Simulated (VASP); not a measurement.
# CsBr (Pm-3m) in VASP: notebook, part 3 of 3

VASP 6.6.1. Earlier steps stand in the parts before.

## (5) Single point, r2SCAN

This run uses another cell than the first one, of 42.80 Å³/atom.

POSCAR reads:

```
CsBr
1.0
    4.4073017500      0.0000000000      0.0000000000
    0.0000000000      4.4073017500      0.0000000000
    0.0000000000      0.0000000000      4.4073017500
Cs Br
1 1
Direct
    0.0000000000      0.0000000000      0.0000000000
    0.5000000000      0.5000000000      0.5000000000
```

INCAR.step1 reads:

```
  PREC = Accurate
  ENCUT = 550
  ISMEAR = -1
  SIGMA = 0.02
  LREAL = False
  LASPH = True
  NELM = 120
  NBANDS = 15
  GGA = PE
  ALGO = Normal
  EDIFF = 1E-5
  LWAVE = True
  LCHARG = False
  GGA_COMPAT = False
```

INCAR.step2 reads:

```
  PREC = Accurate
  ENCUT = 550
  EDIFF = 1E-6
  ISMEAR = -1
  SIGMA = 0.02
  LREAL = False
  LASPH = True
  NELM = 120
  ALGO = Normal
  ISIF = 2
  LWAVE = False
  LCHARG = True
  METAGGA = R2SCAN
  LMIXTAU = True
  LELF = True
  LVHAR = True
  NBANDS = 15
  ISTART = 1
  GGA_COMPAT = False
```

KPOINTS reads:

```
regular mesh
0
Gamma
  8 8 8
```

Potentials or basis: VASP PAW PBE potentials, release 64 (Cs_sv, Br).

The run is started by

```console
$ cat potpaw_PBE.64/Cs_sv/POTCAR potpaw_PBE.64/Br/POTCAR > POTCAR
$ cp INCAR.step1 INCAR
$ mpirun -np 1 vasp_std > vasp.out
$ cp INCAR.step2 INCAR
$ mpirun -np 1 vasp_std > vasp.out
```

OUTCAR:

```text
PREC = Accurate
   ENCUT = 550
   EDIFF = 1E-6
   ISMEAR = -1
   LREAL = False
   LASPH = True
   NELM = 120
   ISIF = 2
   METAGGA = R2SCAN
   ISTART = 1

 ion  position               nearest neighbor table
   1  0.000  0.000  0.000-
   2  0.500  0.500  0.500-

  LATTYP: Found a simple cubic cell.
 ALAT       =     4.4073017500

  Lattice vectors:

 A1 = (   4.4073017500,   0.0000000000,   0.0000000000)
 A2 = (   0.0000000000,   4.4073017500,   0.0000000000)
 A3 = (   0.0000000000,   0.0000000000,   4.4073017500)

Analysis of symmetry for initial positions (statically):
=====================================================================
 Subroutine PRICEL returns:
 Original cell was already a primitive cell.

 Routine SETGRP: Setting up the symmetry group for a
 simple cubic supercell.

 Subroutine GETGRP returns: Found 48 space group operations
 (whereof 48 operations were pure point group operations)
 out of a pool of 48 trial point group operations.

The static configuration has the point symmetry O_h .

Analysis of symmetry for dynamics (positions and initial velocities):
=====================================================================
 Subroutine PRICEL returns:
 Original cell was already a primitive cell.

 Routine SETGRP: Setting up the symmetry group for a
 simple cubic supercell.

 Subroutine GETGRP returns: Found 48 space group operations
 (whereof 48 operations were pure point group operations)
 out of a pool of 48 trial point group operations.

The dynamic configuration has the point symmetry O_h .

 Subroutine INISYM returns: Found 48 space group operations
 (whereof 48 operations are pure point group operations),
 and found     1 'primitive' translations

[... 115 lines left out ...]
  volume/ion in A,a.u.               =      42.80       288.86
  Fermi-wavevector in a.u.,A,eV,Ry     =   0.935999  1.768782 11.919984  0.876094
  Thomas-Fermi vector in A             =   2.062964
   LORBIT       =      0    0 simple, 1 ext, 2 COOP (PROOUT), +10 PAW based schemes
   METAGGA = R2SCAN    functional components
   LHFCALC =     F    Hartree Fock is set to
   AEXX    =    0.0000 exact exchange contribution
   IVDW    =     0    specifies the selected vdW correction
   LEPSILON=     F    determine dielectric tensor
   LRPA    =     F    only Hartree local field effects (RPA)
 non-spin polarized calculation
  energy-cutoff  :      550.00
  volume of cell :       85.61
 maximum number of plane-waves:      2526
 NGX is ok and might be reduce to    36
   NGX = 17   NGY = 17   NGZ = 17

 number of electron      16.0000001 magnetization

 Free energy of the ion-electron system (eV)
  ---------------------------------------------------
  ext. energy  EPLUGINS =         0.00000000
  ---------------------------------------------------
  free energy    TOTEN  =       -42.31484782 eV

  energy without entropy =      -42.31484782  energy(sigma->0) =      -42.31484782

 E-fermi :  -0.6010     XC(G=0):  -8.0747

 val. band max:       -1.0458112397   @ k =   0.5000   0.5000   0.0000
 cond. band min:       3.8870860788   @ k =   0.0000   0.0000   0.0000
 fundamental gap:      4.9328973185
 Fermi energy:        -0.6009755003

 k-point     1 :       0.0000    0.0000    0.0000
  band No.  band energies     occupation
      1     -21.4898      2.00000
      2     -13.7566      2.00000
      3      -7.7400      2.00000
      4      -7.7400      2.00000
      5      -7.7400      2.00000
      6      -1.0700      2.00000
      7      -1.0700      2.00000
      8      -1.0700      2.00000
      9       3.8871      0.00000
     10       4.4164      0.00000
     11       4.4164      0.00000
     12       8.5029      0.00000
     13       8.5029      0.00000
     14       8.5029      0.00000
[... 401 lines left out ...]
      2     -13.6718      2.00000
      3      -8.1687      2.00000
      4      -8.1137      2.00000
      5      -7.6933      2.00000
      6      -1.7342      2.00000
      7      -1.6310      2.00000
      8      -1.2158      2.00000
      9       5.2200      0.00000
     10       5.4830      0.00000
     11       6.8994      0.00000
     12       6.9466      0.00000
     13       8.5767      0.00000
     14       9.6319      0.00000
     15      10.4938      0.00000

 [... further k-points ...]
[... 5 lines left out ...]
  --------------------------------------------------------------------------------------
  -------------------------------------------------------------------------------------
  Total       -0.3902518     -0.3902518     -0.3902518     -0.0000000      0.0000000      0.0000000
  in kB       -7.3036021     -7.3036021     -7.3036021     -0.0000000      0.0000000      0.0000000
  external PRESSURE =      -7.3036021 kB  Pullay stress =       0.0000000 kB

 VOLUME and BASIS-vectors are now :
 -----------------------------------------------------------------------------
  energy-cutoff  :      550.00
  volume of cell :       85.61
      direct lattice vectors                 reciprocal lattice vectors
     4.407301750  0.000000000  0.000000000     0.226896196  0.000000000  0.000000000
     0.000000000  4.407301750  0.000000000     0.000000000  0.226896196  0.000000000
     0.000000000  0.000000000  4.407301750     0.000000000  0.000000000  0.226896196

 POSITION                                       TOTAL-FORCE (eV/Angst)
 -----------------------------------------------------------------------------------
      0.00000      0.00000      0.00000         0.000000      0.000000      0.000000
      2.20365      2.20365      2.20365         0.000000      0.000000      0.000000
 -----------------------------------------------------------------------------------
    total drift:                                0.000000      0.000000      0.000000

  FREE ENERGIE OF THE ION-ELECTRON SYSTEM (eV)
  ---------------------------------------------------
  free  energy   TOTEN  =       -42.3148478217 eV

  energy  without entropy=      -42.3148478217  energy(sigma->0) =      -42.31484782
```

OSZICAR.step1:

```text
N       E                     dE             d eps       ncg     rms          rms(c)
DAV:   1     0.919422071894E+02    0.91942E+02   -0.65893E+03  1050   0.931E+02
DAV:   2     0.148655763401E+01   -0.90456E+02   -0.82425E+02  1477   0.154E+02
DAV:   3    -0.623850179011E+01   -0.77251E+01   -0.76932E+01  1379   0.498E+01
DAV:   4    -0.631115215795E+01   -0.72650E-01   -0.72639E-01  1232   0.571E+00
DAV:   5    -0.631155413003E+01   -0.40197E-03   -0.40197E-03  1421   0.446E-01    0.180E+00
DAV:   6    -0.606206043747E+01    0.24949E+00   -0.23677E-01  1302   0.244E+00    0.105E+00
DAV:   7    -0.602093439896E+01    0.41126E-01   -0.13026E-01  1337   0.179E+00    0.620E-01
DAV:   8    -0.602414671591E+01   -0.32123E-02   -0.14921E-02  1190   0.717E-01    0.130E-01
DAV:   9    -0.602396624557E+01    0.18047E-03   -0.17442E-03  1351   0.210E-01    0.722E-02
DAV:  10    -0.602408357578E+01   -0.11733E-03   -0.22072E-04  1169   0.103E-01    0.171E-02
DAV:  11    -0.602408737839E+01   -0.38026E-05   -0.26216E-05  1267   0.301E-02
   1 F= -.60240874E+01 E0= -.60240874E+01  d E =-.202594E-10
```

Run time: 73 s. Hardware: 1 thread of Intel Xeon Platinum 8559C (Emerald Rapids), shared host; peak memory 0.24 GiB.

Results:

```
Free energy            : -42.3148 eV
Pressure               : -0.7 GPa
Band gap on the k mesh : 4.93 eV (least direct gap 4.96 eV)
```

Caveat: the PAW data sets were made with another functional, which shifts forces and pressure a little; spin-orbit coupling is left out, which moves the levels of the heavy elements. A k mesh can miss the band edges.

## (6) Relaxation of cell and atoms, r2SCAN

This run uses another cell than the first one, of 39.37 Å³/atom.

POSCAR reads:

```
CsBr
1.0
    4.2860000000      0.0000000000      0.0000000000
    0.0000000000      4.2860000000      0.0000000000
    0.0000000000      0.0000000000      4.2860000000
Cs Br
1 1
Direct
    0.0000000000      0.0000000000      0.0000000000
    0.5000000000      0.5000000000      0.5000000000
```

INCAR.step1 reads:

```
SYSTEM = CsBr
PREC = Accurate
ENCUT = 550
ISMEAR = -1
SIGMA = 0.02
LREAL = .False.
LASPH = .True.
NELM = 120
GGA = PE
ALGO = Normal
EDIFF = 1E-5
LWAVE = .True.
LCHARG = .False.
GGA_COMPAT = .False.
IBRION = 2
ISIF = 3
EDIFFG = -0.005
NELMIN = 4
NSW = 100
```

INCAR.step2 reads:

```
SYSTEM = CsBr
PREC = Accurate
ENCUT = 550
EDIFF = 1E-7
ISMEAR = -1
SIGMA = 0.02
LREAL = .False.
LASPH = .True.
NELM = 120
ALGO = Normal
ISIF = 3
LWAVE = .False.
LCHARG = .False.
METAGGA = R2SCAN
LMIXTAU = .True.
IBRION = 2
NSW = 80
EDIFFG = -0.01
ISTART = 1
GGA_COMPAT = .False.
NELMIN = 4
```

KPOINTS reads:

```
regular mesh
0
Gamma
  6 6 6
  0 0 0
```

Potentials or basis: VASP PAW PBE potentials, release 64 (Cs_sv, Br).

The run is started by

```console
$ cat potpaw_PBE.64/Cs_sv/POTCAR potpaw_PBE.64/Br/POTCAR > POTCAR
$ cp INCAR.step1 INCAR
$ mpirun -np 1 vasp_std > vasp.out
$ cp INCAR.step2 INCAR
$ mpirun -np 1 vasp_std > vasp.out
```

Wall time 2.4 min (1 thread of Intel Xeon Platinum 8559C (Emerald Rapids), shared host); peak memory 0.23 GiB.

The run converged. Its results:

```
Free energy                           : -42.3254 eV
Relaxed volume                        : 40.54 Å³/atom
Relaxed cell                          : a = 4.328 Å, b = 4.328 Å, c = 4.328 Å, α = 90.00°, β = 90.00°, γ = 90.00°
Space group after relaxing (to 0.1 Å) : Pm-3m (No. 221)
Energy gained by relaxing             : 1.7 meV/atom
Ionic steps                           : 3
Pressure after relaxing               : 0.0 GPa
Band gap on the k mesh                : 5.16 eV (least direct gap 5.17 eV)
```

Step by step:
```tsv
step	energy change (eV)	largest force (eV/Å)	pressure (GPa)	volume (Å³)
1	0.0000	0.0000	0.49	78.73
2	-0.0029	0.0000	0.19	80.10
3	-0.0034	0.0000	0.00	81.07
```

Final structure:
```
Cs Br
1.0
     4.32803    0.00000    0.00000
     0.00000    4.32803    0.00000
     0.00000    0.00000    4.32803
Cs Br
1 1
Direct
  0.00000 0.00000 0.00000
  0.50000 0.50000 0.50000
```

Levels at points of the mesh, in eV from the valence-band top:
```tsv
k point	band 6	band 7	band 8	band 9	band 10	band 11
(0.00, 0.00, 0.00)	-0.01	-0.01	-0.01	5.16	5.43	5.43
(0.50, 0.00, 0.00)	-1.25	-0.19	-0.19	6.43	7.82	8.33
(0.50, 0.50, 0.00)	-0.58	-0.58	0.00	5.83	6.10	7.84
(0.50, 0.50, 0.50)	-1.11	-1.11	-1.11	8.86	8.86	8.86
```

Caveat: the PAW data sets were made with another functional, which shifts forces and pressure a little; spin-orbit coupling is left out, which moves the levels of the heavy elements. A k mesh can miss the band edges.

## (7) Overview

```csv
task,cell,k mesh,gap on the mesh (eV),pressure (GPa)
single point,"a = 4.323 Å, 2 atoms",8 × 8 × 8,5.18,0.1
single point,"a = 4.351 Å, 2 atoms",8 × 8 × 8,5.09,-0.2
single point,"a = 4.379 Å, 2 atoms",8 × 8 × 8,5.01,-0.5
single point,"a = 4.407 Å, 2 atoms",8 × 8 × 8,4.93,-0.7
relaxation of cell and atoms,"relaxed from a = 4.286 Å, 2 atoms",6 × 6 × 6,5.16,0.0
```

Alike in all rows: level r2SCAN; potentials or basis VASP PAW PBE potentials, release 64 (Cs_sv, Br); no spin polarisation; cutoff (eV) 550; smearing fermi-dirac 0.02 eV.

Caveats: the PAW data sets were made with another functional, which shifts forces and pressure a little; spin-orbit coupling is left out, which moves the levels of the heavy elements.

Absolute energies hang on the potentials; compare differences alone.
